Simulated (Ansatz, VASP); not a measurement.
Cu: VASP beside Ansatz

```
Cu
1.0
     0.00000    1.94306    1.80750
     1.67194    0.00000    1.80750
     1.67194    1.94306    0.00000
Cu
1
Direct
  0.00000 0.00000 0.00000
```

Change from the starting cell: strain -0.0750 x Voigt [1, -1, 0, 0, 0, 0], atoms carried along.

Alike in both runs: task single point; functional PBE; k mesh 22 × 22 × 22; occupations gaussian, width 0.15 eV; no spin polarisation.

|  | VASP | Ansatz |
| --- | --- | --- |
| version | VASP 6.6.1 | Ansatz 0.2.0 |
| potentials or method | VASP PAW PBE potentials, release 64 (Cu), cutoff 520 eV | scalar-relativistic, plane waves, PAW |
| valence electrons in the cell | 11 | 19 |

Ansatz gave:

```
gap on the k mesh at the Fermi level (eV)                     : none
pressure (GPa)                                                : 3.2
traceless stress, the component that is largest in VASP (GPa) : -5.42
```

**Question.** Which values does VASP return?

**Answer.** gap on the k mesh at the Fermi level (eV): none; pressure (GPa): 4.0; traceless stress, the component that is largest in VASP (GPa): -5.40.

A gap of «none» marks a metal or a gap that the smearing closes. VASP's potentials hold 11 valence electrons a cell and Ansatz's 19, so a difference there can come from the potentials and not from the codes.
